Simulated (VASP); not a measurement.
# GaN (I-4m2) in VASP: further runs, part 2 of 2

VASP 6.6.1. The steps go on from the part before.

### Step 3. Single point, r2SCAN (strain -0.025 along x and y, -0.050 along z)

Input file POSCAR:

```
GaN
1.0
    0.0000000000      2.1971630923      2.1408255771
    2.1971630923      0.0000000000      2.1408255771
    2.1971630923      2.1971630923      0.0000000000
Ga N
1 1
Direct
    0.0000000000      0.0000000000      0.0000000000
    0.7500000000      0.7500000000      0.7500000000
```

Input file INCAR.step1:

```
  ALGO = Normal
  EDIFF = 1E-4
  ENCUT = 520
  GGA = PE
  ISMEAR = 0
  LASPH = True
  LCHARG = False
  LREAL = False
  LWAVE = True
  NBANDS = 16
  NELM = 60
  PREC = Accurate
  SIGMA = 0.05
```

Input file INCAR.step2:

```
  ALGO = Normal
  EDIFF = 1E-7
  ENCUT = 520
  ISIF = 2
  ISMEAR = 0
  ISTART = 1
  LASPH = True
  LCHARG = False
  LMIXTAU = True
  LREAL = False
  LWAVE = False
  METAGGA = R2SCAN
  NBANDS = 16
  NELM = 60
  PREC = Accurate
  SIGMA = 0.05
```

Input file KPOINTS:

```
k-points
0
Gamma
  10 10 10
```

Potentials or basis: VASP PAW PBE potentials, release 64 (Ga_d, N).

Run with:

```
> cat potpaw_PBE.64/Ga_d/POTCAR potpaw_PBE.64/N/POTCAR > POTCAR
> cp INCAR.step1 INCAR
> mpirun -np 1 vasp_std > vasp.out
> cp INCAR.step2 INCAR
> mpirun -np 1 vasp_std > vasp.out
```

OUTCAR:

```text
EDIFF = 1E-7
   ENCUT = 520
   ISIF = 2
   ISMEAR = 0
   ISTART = 1
   LASPH = True
   LREAL = False
   METAGGA = R2SCAN
   NELM = 60
   PREC = Accurate

 ion  position               nearest neighbor table
   1  0.000  0.000  0.000-   2 1.89   2 1.89   2 1.89   2 1.89
   2  0.750  0.750  0.750-   1 1.89   1 1.89   1 1.89   1 1.89

  LATTYP: Found a body centered tetragonal cell.
 ALAT       =     3.1072578439
 C/A-ratio  =     1.3779516762

  Lattice vectors:

 A1 = (   0.0000000000,  -2.1971630923,  -2.1408255771)
 A2 = (   0.0000000000,   2.1971630923,  -2.1408255771)
 A3 = (   2.1971630923,   0.0000000000,   2.1408255771)

Analysis of symmetry for initial positions (statically):
=====================================================================
 Subroutine PRICEL returns:
 Original cell was already a primitive cell.

 Routine SETGRP: Setting up the symmetry group for a
 body centered tetragonal supercell.

[... 155 lines left out ...]

 number of electron      17.9999993 magnetization

 Free energy of the ion-electron system (eV)
  ---------------------------------------------------
  ext. energy  EPLUGINS =         0.00000000
  ---------------------------------------------------
  free energy    TOTEN  =       -21.73720747 eV

  energy without entropy =      -21.73720747  energy(sigma->0) =      -21.73720747

 E-fermi :   6.4868     XC(G=0): -13.2487

 val. band max:        6.2711325001   @ k =   0.0000   0.0000   0.0000
 cond. band min:       8.9875782764   @ k =   0.0000   0.0000   0.0000
 fundamental gap:      2.7164457763
 Fermi energy:         6.4868107519

 k-point     1 :       0.0000    0.0000    0.0000
  band No.  band energies     occupation
      1     -11.4769      2.00000
      2      -7.7789      2.00000
      3      -7.7789      2.00000
      4      -7.7476      2.00000
      5      -7.2956      2.00000
      6      -7.2898      2.00000
[... 433 lines left out ...]
      3      -7.4589      2.00000
      4      -7.4556      2.00000
      5      -7.2044      2.00000
      6      -6.4911      2.00000
[... 8 lines left out ...]
     15      30.3914      0.00000
     16      31.1710      0.00000

 [... further k-points ...]
[... 5 lines left out ...]
  --------------------------------------------------------------------------------------
  -------------------------------------------------------------------------------------
  Total        3.0413248      3.0413248      3.3840308      0.0000000      0.0000000      0.0000000
  in kB      235.7422998    235.7422998    262.3064764      0.0000000      0.0000000      0.0000000
  external PRESSURE =     244.5970253 kB  Pullay stress =       0.0000000 kB

 VOLUME and BASIS-vectors are now :
 -----------------------------------------------------------------------------
  energy-cutoff  :      520.00
  volume of cell :       20.67
      direct lattice vectors                 reciprocal lattice vectors
     0.000000000  2.197163092  2.140825577    -0.227566175  0.227566175  0.233554758
     2.197163092  0.000000000  2.140825577     0.227566175 -0.227566175  0.233554758
     2.197163092  2.197163092  0.000000000     0.227566175  0.227566175 -0.233554758

 POSITION                                       TOTAL-FORCE (eV/Angst)
 -----------------------------------------------------------------------------------
      0.00000      0.00000      0.00000         0.000000      0.000000     -0.000000
      3.29574      3.29574      3.21124        -0.000000     -0.000000      0.000000
 -----------------------------------------------------------------------------------
    total drift:                               -0.000009     -0.000009     -0.000006

  FREE ENERGIE OF THE ION-ELECTRON SYSTEM (eV)
  ---------------------------------------------------
  free  energy   TOTEN  =       -21.7372074736 eV

  energy  without entropy=      -21.7372074736  energy(sigma->0) =      -21.73720747
```

It took 4.7 min on 1 thread of AMD EPYC 7R13, shared host; peak memory 0.14 GiB.

Results:

- Free energy: -21.7372 eV
- Pressure: 24.5 GPa
- Band gap on the k mesh: 2.72 eV, direct

Levels at points of the mesh, in eV from the valence-band top:
| k point | band 7 | band 8 | band 9 | band 10 | band 11 | band 12 |
| --- | --- | --- | --- | --- | --- | --- |
| (0.00, 0.00, 0.00) | -0.12 | -0.12 | 0.00 | 2.72 | 11.55 | 11.63 |
| (0.50, 0.00, 0.00) | -7.96 | -1.32 | -1.11 | 5.79 | 9.91 | 11.24 |
| (0.50, 0.50, 0.00) | -6.54 | -3.40 | -3.40 | 3.60 | 7.45 | 13.64 |
| (0.50, 0.00, 0.50) | -6.85 | -3.19 | -3.16 | 3.79 | 7.93 | 13.18 |

Caveat: the cell differs from its parent crystal (strain -0.025 along x and y, -0.050 along z); the PAW data sets were made with another functional, which shifts forces and pressure a little.
